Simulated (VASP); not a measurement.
Input of a VASP 6.6.1 run:

File INCAR:

```
PREC = Accurate
ENCUT = 520
EDIFF = 1E-6
ISMEAR = 0
SIGMA = 0.1
LREAL = False
LASPH = True
NELM = 80
ALGO = Normal
ISIF = 2
LWAVE = False
LCHARG = True
LDIPOL = True
IDIPOL = 3
DIPOL = 0.5 0.5 0.312
GGA = PE
LELF = True
LVHAR = True
LVACPOTAV = True
NBANDS = 74
```

Contents of KPOINTS:

```
regular mesh
0
Gamma
  6 6 1
```

Contents of POSCAR:

```
HPt6
1.0
    5.6143281343      0.0000000000      0.0000000000
   -2.8071640672      4.8621507895      0.0000000000
    0.0000000000      0.0000000000     22.6192653717
Pt H
12 2
Direct
    0.3333333333      0.1666666667      0.1768404028
    0.3333333333      0.6666666667      0.1768404028
    0.8333333333      0.1666666667      0.1768404028
    0.8333333333      0.6666666667      0.1768404028
    0.1666666667      0.3333333333      0.2789526245
    0.1666666667      0.8333333333      0.2789526245
    0.6666666667      0.3333333333      0.2789526245
    0.6666666667      0.8333333333      0.2789526245
    0.0000000000      0.0000000000      0.3810585901
    0.0000000000      0.5000000000      0.3810585901
    0.5000000000      0.0000000000      0.3810585901
    0.5000000000      0.5000000000      0.3810585901
    0.2114368192      0.4228736384      0.5136888922
    0.2885631808      0.5771263616      0.5136888922
```

Potentials or basis: VASP PAW PBE potentials, release 64 (Pt, H).

Launch:

```sh
$ cat potpaw_PBE.64/Pt/POTCAR potpaw_PBE.64/H/POTCAR > POTCAR
$ mpirun -np 1 vasp_std > vasp.out
```

(1) Estimate the band gap on the k mesh.

(2) Estimate the largest force.

Answers

(1) zero (bands 61 and 62 overlap by 0.75 eV).

(2) 0.069 eV/Å.

Caveat: spin-orbit coupling is left out, which moves the levels of the heavy elements.
